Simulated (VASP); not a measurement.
# Mg32O32F (a cell with a defect) in VASP: single point with PBEsol

Aim: the single point of Mg32O32F (a cell with a defect) with PBEsol.

Everything below comes from runs of VASP 6.6.1. Logs are shortened: lines on timing, memory, paths and dates and some standing lists are left out, and cuts for length are marked.

## 1. The cell of the first run

The cell holds a defect, 65 atoms: a = 8.429 Å, b = 8.429 Å, c = 8.429 Å, α = 90.00°, β = 90.00°, γ = 90.00°.

## 2. Single point, PBEsol, collinear spin

Input file INCAR:

```
ALGO = Normal ; EDIFF = 1E-7
ENCUT = 520 ; GGA = PS
ISIF = 2 ; ISMEAR = -1
ISPIN = 2 ; LASPH = T
LCHARG = T ; LELF = T
LORBIT = 11 ; LREAL = Auto
LVHAR = T ; LWAVE = F
MAGMOM = 0 0 0 0.111 0 0 0 0 0 0 0 0 0 0.111 0 0 0 0 0 0 0 0 0.111 0 0.111 0 0 0 0 0 0 0 0 0 0 0 0 0 0 0.111 0 0.111 0 0 0 0 0 0 0 0 0.111 0 0 0 0 0 0 0 0 0 0.111 0 0 0 0.111 ; NBANDS = 174
NELM = 150 ; PREC = Accurate
SIGMA = 0.05
```

Input file KPOINTS:

```
k-points
0
Gamma
  1 1 1
```

Input file POSCAR:

```
Mg32O32F
1.0
    8.4288080000      0.0000000000      0.0000000000
    0.0000000000      8.4288080000      0.0000000000
    0.0000000000      0.0000000000      8.4288080000
O Mg F
32 32 1
Direct
    0.2483750000      0.9976550000      0.0009610000
    0.2480380000      0.9962990000      0.5018360000
    0.2493320000      0.4980320000      0.0029780000
    0.2369070000      0.5012610000      0.5129450000
    0.7490820000      0.0003100000      0.0008610000
    0.7489880000      0.9977040000      0.5015280000
    0.7581890000      0.4981890000      0.9916440000
    0.7467150000      0.4980750000      0.5005130000
    0.9979150000      0.2481010000      0.0009610000
    0.9965670000      0.2477720000      0.5018310000
    0.0005730000      0.7488320000      0.0008550000
    0.9979670000      0.7487290000      0.5015290000
    0.4982920000      0.2490590000      0.0029650000
    0.5015100000      0.2366250000      0.5129560000
    0.4984470000      0.7579410000      0.9916390000
    0.4983350000      0.7464670000      0.5005010000
    0.9981520000      0.9978920000      0.2513550000
    0.9985510000      0.9982870000      0.7513590000
    0.9980650000      0.4983360000      0.2512940000
    0.9979950000      0.4983070000      0.7518510000
    0.4986050000      0.9977940000      0.2512880000
    0.4985680000      0.9977340000      0.7518530000
    0.5537810000      0.5535090000      0.1948360000
    0.4985870000      0.4983210000      0.7519030000
    0.2373600000      0.2370890000      0.2479710000
    0.2480110000      0.2477390000      0.7533270000
    0.2495090000      0.7463850000      0.2516160000
    0.2483970000      0.7487000000      0.7519490000
    0.7466450000      0.2492260000      0.2516180000
    0.7489580000      0.2481240000      0.7519520000
    0.7581940000      0.7579390000      0.2517590000
    0.7490610000      0.7488060000      0.7493190000
    0.9984770000      0.9982170000      0.0005190000
    0.9985530000      0.9982900000      0.5021700000
    0.9993100000      0.4987090000      0.9975100000
    0.9970740000      0.4980380000      0.5053380000
    0.4989700000      0.9990530000      0.9975150000
    0.4983010000      0.9968040000      0.5053420000
    0.4985390000      0.4982710000      0.9852060000
    0.5008980000      0.5006470000      0.5195880000
    0.2464740000      0.2462150000      0.0028610000
    0.2497050000      0.2494260000      0.5002710000
    0.2504710000      0.7496930000      0.0000030000
    0.2465290000      0.7466450000      0.5032660000
    0.7499540000      0.2502000000      0.0000080000
    0.7469020000      0.2462650000      0.5032690000
    0.7480370000      0.7477740000      0.0019080000
    0.7500750000      0.7498100000      0.4994370000
    0.2444710000      0.9969950000      0.2515610000
    0.2476480000      0.9982140000      0.7513680000
    0.2312520000      0.5000790000      0.2492950000
    0.2442780000      0.4980290000      0.7527380000
    0.7525450000      0.9990150000      0.2509690000
    0.7494790000      0.9982330000      0.7514390000
    0.7640240000      0.4988440000      0.2509660000
    0.7525920000      0.4987090000      0.7506540000
    0.9972590000      0.2442110000      0.2515610000
    0.9984770000      0.2473810000      0.7513670000
    0.9992740000      0.7522870000      0.2509660000
    0.9984930000      0.7492190000      0.7514390000
    0.5003310000      0.2309750000      0.2492910000
    0.4982930000      0.2440120000      0.7527430000
    0.4991140000      0.7637560000      0.2509630000
    0.4989730000      0.7523320000      0.7506540000
    0.4258900000      0.4256140000      0.3257070000
```

Potentials or basis: VASP PAW PBE potentials, release 64 (O, Mg, F).

On the command line:

```bash
cat potpaw_PBE.64/O/POTCAR potpaw_PBE.64/Mg/POTCAR potpaw_PBE.64/F/POTCAR > POTCAR
mpirun -np 1 vasp_gam > vasp.out
```

OUTCAR:

```text
EDIFF = 1E-7
   ENCUT = 520
   GGA = PS
   ISIF = 2
   ISMEAR = -1
   ISPIN = 2
   LASPH = T
   LORBIT = 11
   LREAL = Auto
   NELM = 150
   PREC = Accurate

 ion  position               nearest neighbor table
   1  0.248  0.998  0.001-  43 2.09  41 2.10  50 2.10  33 2.11  37 2.11  49 2.11
   2  0.248  0.996  0.502-  34 2.10  50 2.10  44 2.10  38 2.11  49 2.11  42 2.13
   3  0.249  0.498  0.003-  51 2.08  39 2.11  35 2.11  52 2.11  43 2.12  41 2.12
   4  0.237  0.501  0.513-  52 2.02  36 2.02  44 2.07  42 2.13  51 2.22  40 2.23
   5  0.749  0.000  0.001-  33 2.10  54 2.10  45 2.11  53 2.11  37 2.11  47 2.13
   6  0.749  0.998  0.502-  48 2.09  46 2.10  34 2.10  54 2.11  53 2.11  38 2.11
[... 14 lines left out ...]
  21  0.499  0.998  0.251-  61 1.97  63 1.97  37 2.14  53 2.14  38 2.14  49 2.14
  22  0.499  0.998  0.752-  64 2.07  37 2.07  62 2.08  38 2.08  54 2.11  50 2.11
  23  0.554  0.554  0.195-  65 1.88  39 1.89  55 1.89  63 1.89  51 2.79  61 2.79  40 2.81
  24  0.499  0.498  0.752-  40 1.96  39 1.97  56 2.14  64 2.14  52 2.14  62 2.14
  25  0.237  0.237  0.248-  49 2.02  57 2.02  41 2.07  42 2.13  61 2.22  51 2.22
  26  0.248  0.248  0.753-  50 2.10  58 2.10  41 2.10  62 2.11  52 2.11  42 2.13
  27  0.250  0.746  0.252-  51 2.08  63 2.11  59 2.11  49 2.11  43 2.12  44 2.12
  28  0.248  0.749  0.752-  43 2.09  44 2.10  50 2.10  60 2.11  64 2.11  52 2.11
  29  0.747  0.249  0.252-  61 2.08  55 2.11  53 2.11  57 2.11  45 2.12  46 2.12
  30  0.749  0.248  0.752-  45 2.09  46 2.10  58 2.10  54 2.11  56 2.11  62 2.11
  31  0.758  0.758  0.252-  53 2.03  59 2.03  48 2.09  47 2.11  63 2.18  55 2.18
  32  0.749  0.749  0.749-  54 2.10  60 2.10  48 2.11  64 2.11  56 2.11  47 2.13
  33  0.998  0.998  0.001-  18 2.10  11 2.10   5 2.10   9 2.11   1 2.11  17 2.11  41 2.96  59 2.96
                            53 2.96  57 2.96  49 2.96  54 2.97  60 2.97  58 2.97  50 2.97  45 2.98
  34  0.999  0.998  0.502-  18 2.10  10 2.10   2 2.10  12 2.10   6 2.10  17 2.11  49 2.96  57 2.96
                            48 2.96  59 2.96  53 2.96  58 2.97  50 2.97  60 2.97  54 2.97  44 2.98
  35  0.999  0.499  0.998-   7 2.03  20 2.07   3 2.11  11 2.11   9 2.11  19 2.14  51 2.89  55 2.91
                            52 2.92  56 2.94  60 2.96  58 2.97  45 2.97  41 2.98  47 2.98  43 2.99
  36  0.997  0.498  0.505-   4 2.02  20 2.08  10 2.11   8 2.11  12 2.11  19 2.14  55 2.91  56 2.92
                            51 2.92  52 2.95  58 2.96  60 2.96  44 2.97  48 2.97  42 2.99  46 2.99
[... 41 lines left out ...]
                            51 2.92  49 2.95  34 2.96  33 2.96  41 2.97  45 2.97  42 2.99  46 2.99
  58  0.998  0.247  0.751-  18 2.10  30 2.10  26 2.10  10 2.10   9 2.10  20 2.12  52 2.96  36 2.96
                            45 2.96  56 2.96  35 2.97  54 2.97  34 2.97  33 2.97  50 2.97  41 2.98
  59  0.999  0.752  0.251-  31 2.03  17 2.07  11 2.11  27 2.11  12 2.11  19 2.14  51 2.89  55 2.91
                            49 2.92  53 2.94  33 2.96  34 2.96  48 2.97  44 2.98  47 2.98  43 2.99
  60  0.998  0.749  0.751-  18 2.10  11 2.10  32 2.10  28 2.11  12 2.11  20 2.11  44 2.96  56 2.96
                            35 2.96  52 2.96  36 2.96  54 2.97  33 2.97  50 2.97  34 2.97  48 2.98
  61  0.500  0.231  0.249-  65 1.87  21 1.97  13 2.08  29 2.08  25 2.22  14 2.22  23 2.79  37 2.89
                            53 2.89  49 2.92  38 2.92  45 2.98  41 2.98  46 2.99  42 2.99  39 3.17
  62  0.498  0.244  0.753-  14 2.02  22 2.08  13 2.11  26 2.11  30 2.11  24 2.14  39 2.90  37 2.92
                            40 2.92  38 2.95  50 2.96  54 2.96  46 2.97  45 2.97  42 2.99  41 2.99
  63  0.499  0.764  0.251-  23 1.89  21 1.97  16 2.11  27 2.11  31 2.18  15 2.19  38 2.91  49 2.91
                            53 2.91  37 2.91  47 2.97  48 2.98  43 2.98  44 3.01  55 3.16  39 3.17
  64  0.499  0.752  0.751-  15 2.03  22 2.07  32 2.11  16 2.11  28 2.11  24 2.14  40 2.88  39 2.91
                            38 2.92  37 2.94  54 2.96  50 2.96  43 2.97  44 2.98  47 2.98  48 2.99
  65  0.426  0.426  0.326-  40 1.86  61 1.87  51 1.87  23 1.88  42 2.56

  LATTYP: Found a simple cubic cell.
 ALAT       =     8.4288080000

  Lattice vectors:

 A1 = (   8.4288080000,   0.0000000000,   0.0000000000)
 A2 = (   0.0000000000,   8.4288080000,   0.0000000000)
 A3 = (   0.0000000000,   0.0000000000,   8.4288080000)

Analysis of symmetry for initial positions (statically):
=====================================================================
 Subroutine PRICEL returns:
 Original cell was already a primitive cell.

 Routine SETGRP: Setting up the symmetry group for a
 simple cubic supercell.

 Subroutine GETGRP returns: Found  1 space group operations
 (whereof  1 operations were pure point group operations)
 out of a pool of 48 trial point group operations.

The static configuration has the point symmetry C_1 .

Analysis of symmetry for dynamics (positions and initial velocities):
=====================================================================
 Subroutine PRICEL returns:
 Original cell was already a primitive cell.

 Routine SETGRP: Setting up the symmetry group for a
[... 239 lines left out ...]
   IALGO  =     38    algorithm
   IMIX   =      4    mixing-type and parameters
     AMIX     =   0.40;   BMIX     =  1.00
     AMIX_MAG =   1.60;   BMIX_MAG =  1.00
  volume/ion in A,a.u.               =       9.21        62.17
  Fermi-wavevector in a.u.,A,eV,Ry     =   1.244402  2.351578 21.069105  1.548536
  Thomas-Fermi vector in A             =   2.378670
   LORBIT       =     11    0 simple, 1 ext, 2 COOP (PROOUT), +10 PAW based schemes
   GGA     = PS    functional components
   LHFCALC =     F    Hartree Fock is set to
   AEXX    =    0.0000 exact exchange contribution
   IVDW    =     0    specifies the selected vdW correction
   LEPSILON=     F    determine dielectric tensor
   LRPA    =     F    only Hartree local field effects (RPA)
 spin polarized calculation
  energy-cutoff  :      520.00
  volume of cell :      598.82
 maximum number of plane-waves:      8068
 NGX is ok and might be reduce to    64
   NGX = 31   NGY = 31   NGZ = 31

 number of electron     262.9999999 magnetization       1.0000282

 Free energy of the ion-electron system (eV)
  ---------------------------------------------------
  ext. energy  EPLUGINS =         0.00000000
  ---------------------------------------------------
  free energy    TOTEN  =      -399.59252178 eV

  energy without entropy =     -399.59251963  energy(sigma->0) =     -399.59252070

 E-fermi :   4.3369     XC(G=0): -11.3605

 val. band max:        3.6658955919   @ k =   0.0000   0.0000   0.0000
 cond. band min:       5.0078354701   @ k =   0.0000   0.0000   0.0000
 fundamental gap:      1.3419398782
 Fermi energy:         4.3368795154

 spin component 1

 k-point     1 :       0.0000    0.0000    0.0000
  band No.  band energies     occupation
      1     -20.4646      1.00000
      2     -14.1230      1.00000
      3     -13.7195      1.00000
      4     -13.4500      1.00000
      5     -13.4439      1.00000
      6     -13.3114      1.00000
[... 135 lines left out ...]
    142      11.2032      0.00000
    143      11.2753      0.00000
 Fermi energy:         4.3368795154

 spin component 2

 k-point     1 :       0.0000    0.0000    0.0000
  band No.  band energies     occupation
      1     -20.1441      1.00000
      2     -14.0649      1.00000
      3     -13.4466      1.00000
      4     -13.4401      1.00000
      5     -13.3234      1.00000
      6     -13.3073      1.00000
[... 135 lines left out ...]
    142      11.2276      0.00000
    143      11.3016      0.00000
 [bands above 143 left out]

------------------------ aborting loop because EDIFF is reached ----------------------------------------

  FORCE on cell =-STRESS in cart. coord.  units (eV):
  Direction    XX          YY          ZZ          XY          YZ          ZX
  --------------------------------------------------------------------------------------
  -------------------------------------------------------------------------------------
  Total       15.0974152     15.1016437     15.5838116      2.3129083     -2.2584899     -2.2636647
  in kB       40.3937987     40.4051122     41.6951738      6.1882880     -6.0426892     -6.0565344
  external PRESSURE =      40.8313616 kB  Pullay stress =       0.0000000 kB

 VOLUME and BASIS-vectors are now :
 -----------------------------------------------------------------------------
  energy-cutoff  :      520.00
  volume of cell :      598.82
      direct lattice vectors                 reciprocal lattice vectors
     8.428808000  0.000000000  0.000000000     0.118640738  0.000000000  0.000000000
     0.000000000  8.428808000  0.000000000     0.000000000  0.118640738  0.000000000
     0.000000000  0.000000000  8.428808000     0.000000000  0.000000000  0.118640738

 POSITION                                       TOTAL-FORCE (eV/Angst)
 -----------------------------------------------------------------------------------
      2.09351      8.40904      0.00810         0.002988      0.003530      0.011028
      2.09066      8.39761      4.22988        -0.000033      0.003843     -0.010303
      2.10157      4.19782      0.02510        -0.004539     -0.011459      0.009001
      1.99684      4.22503      4.32351        -0.005729      0.009462      0.003303
      6.31387      0.00261      0.00726        -0.005039      0.005301      0.011040
      6.31308      8.40946      4.22728        -0.007185      0.000636     -0.005639
[... 57 lines left out ...]
      4.20575      6.34126      6.32712        -0.000888      0.008354      0.009464
      3.58975      3.58742      2.74532        -0.057368     -0.057418     -0.013258
 -----------------------------------------------------------------------------------
    total drift:                                0.000404      0.009692     -0.011979

  FREE ENERGIE OF THE ION-ELECTRON SYSTEM (eV)
  ---------------------------------------------------
  free  energy   TOTEN  =      -399.5925217764 eV

  energy  without entropy=     -399.5925196327  energy(sigma->0) =     -399.59252070

 total charge

# of ion       s       p       d       tot
------------------------------------------
    1        1.536   3.547   0.000   5.083
    2        1.535   3.542   0.000   5.077
    3        1.535   3.542   0.000   5.077
    4        1.538   3.551   0.000   5.089
    5        1.535   3.543   0.000   5.078
    6        1.536   3.547   0.000   5.083
[... 57 lines left out ...]
   64        0.152   0.188   0.084   0.424
   65        1.756   4.437   0.000   6.192
--------------------------------------------------
tot         55.820 123.889   2.666 182.374

 magnetization (x)

# of ion       s       p       d       tot
------------------------------------------
    1       -0.000   0.001   0.000   0.001
    2       -0.000  -0.000   0.000  -0.000
    3       -0.000   0.001   0.000   0.000
    4        0.000   0.013   0.000   0.014
    5       -0.000  -0.000   0.000  -0.000
    6       -0.000   0.001   0.000   0.001
[... 57 lines left out ...]
   64       -0.000   0.000   0.000   0.000
   65        0.005   0.162   0.000   0.167
--------------------------------------------------
tot          0.012   0.867   0.001   0.880
```

Wall time 9.2 min (1 thread of AMD EPYC 7R43 (Zen 3), shared host); peak memory 0.72 GiB.

Results:

| Property | Result |
| --- | --- |
| Free energy | -399.5925 eV |
| Pressure | 4.1 GPa |
| Largest force | 0.082 eV/Å |
| Band gap on the k mesh | 1.34 eV |
| Net moment | 1.00 μB per cell |
| Site moments | O +0.00, -0.00, +0.01, +0.04, +0.55 (each value once); Mg +0.00, -0.00 (each value once); F +0.17 μB |
| Valence electrons inside the program's atomic spheres | O 5.08, 5.09, 5.10, 5.04, 5.11 (each value once); Mg 0.41, 0.42, 0.46, 0.44, 0.39, 0.40 (each value once); F 6.19 |

Forces on the atoms (eV/Å):
```
O    0.003  0.004  0.011
O    0.000  0.004 -0.010
O   -0.005 -0.011  0.009
O   -0.006  0.009  0.003
O   -0.005  0.005  0.011
O   -0.007  0.001 -0.006
O    0.019 -0.003 -0.008
O   -0.001 -0.005  0.000
O    0.002  0.006  0.011
O    0.004  0.001 -0.009
O    0.005 -0.007  0.011
O    0.001 -0.009 -0.007
O   -0.011 -0.004  0.011
O    0.011 -0.004  0.001
O   -0.003  0.015 -0.007
O   -0.002 -0.002  0.001
O    0.000  0.001  0.000
O   -0.002 -0.001  0.003
O   -0.001 -0.005  0.002
O    0.001 -0.004  0.001
O   -0.006  0.001  0.003
O   -0.004  0.001  0.002
O    0.032  0.033 -0.003
O   -0.004 -0.003  0.001
O    0.003  0.004  0.022
O    0.002  0.003  0.003
O   -0.006  0.002  0.003
O    0.005 -0.011 -0.001
O    0.003 -0.006  0.004
O   -0.011  0.006 -0.001
O    0.011  0.008 -0.014
O   -0.005 -0.007 -0.008
Mg   0.003  0.003 -0.007
Mg  -0.002 -0.002  0.003
Mg  -0.010  0.000 -0.011
Mg   0.007  0.004  0.010
Mg  -0.001 -0.010 -0.012
Mg   0.004  0.007  0.010
Mg   0.013  0.014  0.005
Mg  -0.008 -0.008 -0.016
Mg  -0.002 -0.002 -0.015
Mg   0.001  0.002  0.010
Mg   0.008  0.004 -0.005
Mg  -0.002 -0.001  0.005
Mg   0.004  0.007 -0.006
Mg  -0.001 -0.003  0.004
Mg  -0.009 -0.008 -0.001
Mg   0.003  0.004  0.005
Mg   0.005 -0.011 -0.002
Mg   0.008  0.000  0.001
Mg   0.018  0.007  0.009
Mg  -0.007  0.004 -0.008
Mg  -0.003  0.004  0.002
Mg  -0.004  0.003 -0.004
Mg  -0.006 -0.001 -0.010
Mg   0.008 -0.001  0.010
Mg  -0.010  0.004 -0.002
Mg   0.000  0.007  0.001
Mg   0.005 -0.003  0.002
Mg   0.003 -0.003 -0.004
Mg   0.008  0.019  0.009
Mg   0.004 -0.007 -0.008
Mg  -0.001 -0.006 -0.010
Mg  -0.001  0.008  0.009
F   -0.057 -0.057 -0.013
```

Stress tensor (GPa, compression positive):
```
 4.04  0.62 -0.61
 0.62  4.04 -0.60
-0.61 -0.60  4.17
```

Caveat: the k points lie up to 0.75 Å⁻¹ apart; the PAW data sets were made with another functional, which shifts forces and pressure a little.
